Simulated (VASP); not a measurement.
Write the native input for VASP 6.6.1 that does the following.

```
Task                   : relaxation of cell and atoms
Functional             : r2SCAN
Potentials or basis    : VASP PAW PBE potentials, release 64 (Al, Ni)
Cutoff                 : 600 eV
k mesh                 : 8 × 8 × 8
Occupations            : gaussian, width 0.1 eV
Spin                   : no spin polarisation
Dipole correction      : no
Further INCAR settings : ALGO = Normal; EDIFF = 1e-07; IBRION = 2; EDIFFG = -0.01; NSW = 80; ISIF = 3
```

The system is AlNi3.

```
CELL_PARAMETERS angstrom
0.00000 2.80189 2.80189
2.80189 0.00000 2.80189
2.80189 2.80189 0.00000
ATOMIC_POSITIONS crystal
Al 0.50000 0.50000 0.50000
Ni 0.25000 0.25000 0.25000
Ni 0.00000 0.00000 0.00000
Ni 0.75000 0.75000 0.75000
```

The input as run:

POSCAR

```
AlNi3
1.0
    0.0000000000      2.8018887551      2.8018887551
    2.8018887551      0.0000000000      2.8018887551
    2.8018887551      2.8018887551      0.0000000000
Al Ni
1 3
Direct
    0.5000000000      0.5000000000      0.5000000000
    0.2500000000      0.2500000000      0.2500000000
    0.0000000000      0.0000000000      0.0000000000
    0.7500000000      0.7500000000      0.7500000000
```

INCAR.step1

```
  PREC = Accurate
  ENCUT = 600
  ISMEAR = 0
  SIGMA = 0.1
  LREAL = False
  LASPH = True
  NELM = 60
  GGA = PE
  ALGO = Normal
  EDIFF = 1E-4
  LWAVE = True
  LCHARG = False
```

INCAR.step2

```
  PREC = Accurate
  ENCUT = 600
  EDIFF = 1E-7
  ISMEAR = 0
  SIGMA = 0.1
  LREAL = False
  LASPH = True
  NELM = 60
  ALGO = Normal
  ISIF = 3
  LWAVE = False
  LCHARG = False
  METAGGA = R2SCAN
  LMIXTAU = True
  IBRION = 2
  NSW = 80
  EDIFFG = -0.01
  ISTART = 1
```

KPOINTS

```
Automatic mesh
0
Gamma
  8 8 8
```

Potentials or basis: VASP PAW PBE potentials, release 64 (Al, Ni).

The run is started by

```console
$ cat potpaw_PBE.64/Al/POTCAR potpaw_PBE.64/Ni/POTCAR > POTCAR
$ cp INCAR.step1 INCAR
$ mpirun -np 1 vasp_std > vasp.out
$ cp INCAR.step2 INCAR
$ mpirun -np 1 vasp_std > vasp.out
```

It gave:

The pressure after relaxing is 0.0 GPa and the band gap on the k mesh is zero (an odd number of electrons rules out a gap without spin polarisation).

Caveat: the relaxation stopped at its first step, so nothing moved; the PAW data sets were made with another functional, which shifts forces and pressure a little.

Wall time 91 s on 1 thread of AMD EPYC 9R45 96-Core Processor (Zen 5), with other jobs on the host, peak memory 0.17 GiB.
